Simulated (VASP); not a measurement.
Runs of VASP 6.6.1 on Sn. The structure is that of space group Fm-3m (No. 225), or close to it. The cells are those of the table. This isn't the form of Sn at room conditions, which is tetragonal (white tin).

| cell | gap on the mesh (eV) | pressure (GPa) |
| --- | --- | --- |
| a = 3.383 Å, angles 60.0°, 1 atom | none | 1.2 |
| a = 3.428 Å, angles 60.0°, 1 atom | none | -0.8 |
| a = 3.472 Å, angles 60.0°, 1 atom | none | -2.3 |
| a = 3.359 Å, angles 60.0°, 1 atom | none | 2.3 |
| a = 3.450 Å, angles 60.0°, 1 atom | none | -1.5 |
| a = 3.406 Å, angles 60.0°, 1 atom | none | (b) |
| a = 3.336 Å, angles 60.0°, 1 atom | none | (a) |

Alike in all rows: task single point; level PBE; potentials or basis VASP PAW PBE potentials, release 64 (Sn_d); no spin polarisation; k mesh 20 × 20 × 20; cutoff (eV) 520; smearing fermi-dirac 0.0612256 eV.

**Question.** Fill in the values left out.

**Answer.** (a) 3.5; (b) 0.2.

Caveats: spin-orbit coupling is left out, which moves the levels of the heavy elements; the cell stands under pressure (at least some runs).

A k mesh can miss the band edges, and the runs leave out spin-orbit coupling on Sn.

A gap of «none» marks levels without a gap at the run's occupations.
